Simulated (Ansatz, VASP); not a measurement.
GePt in VASP and in Ansatz

```
Ge Pt
1.0
     3.16232    0.00000    0.00000
     0.00000    3.16232    0.00000
     0.00000    0.00000    3.16232
Ge Pt
1 1
Direct
  0.00000 0.00000 0.00000
  0.50000 0.50000 0.50000
```

Alike in both runs: functional r2SCAN; k mesh 6 × 6 × 6; occupations gaussian, width 0.1 eV; no spin polarisation.

Ansatz relaxed the structure, and its values are those at the end. VASP's run is a single point on that final structure, the one shown.

|  | VASP | Ansatz |
| --- | --- | --- |
| version | VASP 6.6.1 | Ansatz 0.2.0 |
| potentials or method | VASP PAW PBE potentials, release 64 (Ge_d, Pt), cutoff 520 eV | scalar-relativistic, plane waves, PAW |
| valence electrons in the cell | 24 | 32 |

Ansatz gave:

| Item | Value |
| --- | --- |
| gap on the k mesh at the Fermi level (eV) | none |
| pressure (GPa) | 0.0 |

Q: Which values does VASP return?

A: gap on the k mesh at the Fermi level (eV): none; pressure (GPa): 0.3.

VASP's potentials were made for PBE, not for r2SCAN. A gap of «none» marks a metal or a gap that the smearing closes. With one functional, cell and mesh, what is left measures potentials, basis and numerics. VASP's potentials hold 24 valence electrons a cell and Ansatz's 32, so a difference there can come from the potentials and not from the codes.

Neither program's run includes spin-orbit coupling.
